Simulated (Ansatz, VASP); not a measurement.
## Sc2BSb3: VASP beside Ansatz

The input INCAR:

```
SYSTEM = Sc2BSb3
PREC = Accurate ; ENCUT = 600
EDIFF = 1E-7 ; ISMEAR = 0
SIGMA = 0.1 ; LREAL = .FALSE.
LASPH = .TRUE. ; NELM = 80
ALGO = Normal ; ISIF = 3
LWAVE = .FALSE. ; LCHARG = .FALSE.
GGA = PE ; IBRION = 2
NSW = 100 ; EDIFFG = -0.01
```

Contents of KPOINTS:

```
Automatic mesh
0
G
  10 10 4
  0 0 0
```

The input POSCAR:

```
Sc2BSb3
1.0
    3.7686366718      0.0000000000      0.0000000000
    0.0000000000      3.7686366718      0.0000000000
    0.0000000000      0.0000000000      8.8199920307
Sc B Sb
2 1 3
Direct
    0.5000000000      0.0000000000      0.2457962431
    0.0000000000      0.5000000000      0.7542037569
    0.0000000000      0.0000000000      0.0000000000
    0.5000000000      0.0000000000      0.6069927284
    0.0000000000      0.5000000000      0.3930072716
    0.5000000000      0.5000000000      0.0000000000
```

Input for Ansatz:

```yaml
crystal:
  lattice:
    - [3.7686366718, 0.0, 0.0]
    - [0.0, 3.7686366718, 0.0]
    - [0.0, 0.0, 8.8199920307]
  atoms:
    - { symbol: Sc, position: [0.5, 0.0, 0.2457962431] }
    - { symbol: Sc, position: [0.0, 0.5, 0.7542037569] }
    - { symbol: B, position: [0.0, 0.0, 0.0] }
    - { symbol: Sb, position: [0.5, 0.0, 0.6069927284] }
    - { symbol: Sb, position: [0.0, 0.5, 0.3930072716] }
    - { symbol: Sb, position: [0.5, 0.5, 0.0] }
basis:
  ecutwfc: 420
kpoints:
  mp_grid: { grid: [10, 10, 4] }
hamiltonian:
  xc: pbe
scf:
  occupations: { method: gaussian, width: 0.1 }
output:
  forces: true
  stress: true
  eigenvalues: true
relax:
  adjacent_minimum: "off"
  f_tol: 0.01
  max_steps: 80
  cell: { stress_tol: 0.05 }
```

Change from the starting cell: species swapped into the Ti2CuSb3 type (P-4m2, No. 115).

Alike in both runs: task relaxation of cell and atoms; functional PBE; k mesh 10 × 10 × 4; occupations gaussian, width 0.1 eV; no spin polarisation.

```csv
,VASP,Ansatz
version,VASP 6.6.1,Ansatz 0.2.0
potentials or method,"VASP PAW PBE potentials, release 64 (Sc_sv, B, Sb), cutoff 600 eV","scalar-relativistic, plane waves, PAW"
valence electrons in the cell,40,70
```

Ansatz gave:

* gap on the k mesh at the Fermi level, each at its own relaxed structure (eV): none
* relaxed volume (Å³/atom): 20.80
* relaxed cell length with the largest relative difference (Å): 9.049

Estimate VASP's values.

gap on the k mesh at the Fermi level, each at its own relaxed structure (eV): none; relaxed volume (Å³/atom): 20.82; relaxed cell length with the largest relative difference (Å): 9.051.

A gap of «none» marks a metal or a gap that the smearing closes. VASP's potentials hold 40 valence electrons a cell and Ansatz's 70, so a difference there can come from the potentials and not from the codes.

Neither program's run includes spin-orbit coupling.
